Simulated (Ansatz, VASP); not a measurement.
## Two plane-wave programs on Ge2F3

```
CELL_PARAMETERS angstrom
1.59186 0.91906 9.21893
-1.59186 0.91906 9.21893
0.00000 -1.83812 9.21893
ATOMIC_POSITIONS crystal
Ge 0.40036 0.40036 0.40036
Ge 0.59964 0.59964 0.59964
F 0.00000 0.00000 0.00000
F 0.21821 0.21821 0.21821
F 0.78179 0.78179 0.78179
```

Alike in both runs: functional PBE; k mesh 6 × 6 × 6; occupations gaussian, width 0.1 eV; no spin polarisation.

Ansatz relaxed the structure, and its values are those at the end. VASP's run is a single point on that final structure, the one shown.

|  | VASP | Ansatz |
| --- | --- | --- |
| version | VASP 6.6.1 | Ansatz 0.2.0 |
| potentials or method | VASP PAW PBE potentials, release 64 (Ge_d, F), cutoff 520 eV | scalar-relativistic, plane waves, PAW |
| valence electrons in the cell | 49 | 49 |

Ansatz gave:

| Item | Value |
| --- | --- |
| gap on the k mesh at the Fermi level (eV) | none |
| pressure (GPa) | 0.1 |
| rms of the force components (eV/Å) | 0.002 |

Q: What did VASP give for the same quantities?

A: gap on the k mesh at the Fermi level (eV): none; pressure (GPa): 0.0; rms of the force components (eV/Å): 0.013.

A gap of «none» marks a metal or a gap that the smearing closes.

The k mesh is coarse, so the values compare programs but aren't converged.
